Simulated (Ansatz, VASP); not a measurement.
# Ta3HN3: VASP beside Ansatz

```
Ta N H
1.0
     3.12282    0.00000    0.00000
     0.00000    3.12282    0.00000
     0.00000    0.00000   21.59084
Ta N H
3 3 1
Direct
  0.00000 0.00000 0.18526
  0.50000 0.50000 0.28904
  0.00000 0.00000 0.38324
  0.50000 0.50000 0.18526
  0.00000 0.00000 0.28439
  0.50000 0.50000 0.39789
  0.00000 0.00000 0.45023
```

Alike in both runs: task single point; functional PBE; k mesh 9 × 9 × 1; occupations gaussian, width 0.1 eV; collinear spin.

|  | VASP | Ansatz |
| --- | --- | --- |
| version | VASP 6.6.1 | Ansatz 0.2.0 |
| potentials or method | VASP PAW PBE potentials, release 64 (Ta_pv, N, H), cutoff 520 eV | scalar-relativistic, plane waves, PAW |
| valence electrons in the cell | 49 | 55 |

Ansatz gave:

```
gap on the k mesh at the Fermi level (eV) : none
rms of the force components (eV/Å)        : 2.114
net moment per atom (μB)                  : 0.00
```

Estimate VASP's values.

gap on the k mesh at the Fermi level (eV): none; rms of the force components (eV/Å): 2.126; net moment per atom (μB): 0.00.

A gap of «none» marks a metal or a gap that the smearing closes. VASP's potentials hold 49 valence electrons a cell and Ansatz's 55, so a difference there can come from the potentials and not from the codes. Ansatz's warnings: seeded moment not kept.

Neither program's run includes spin-orbit coupling.
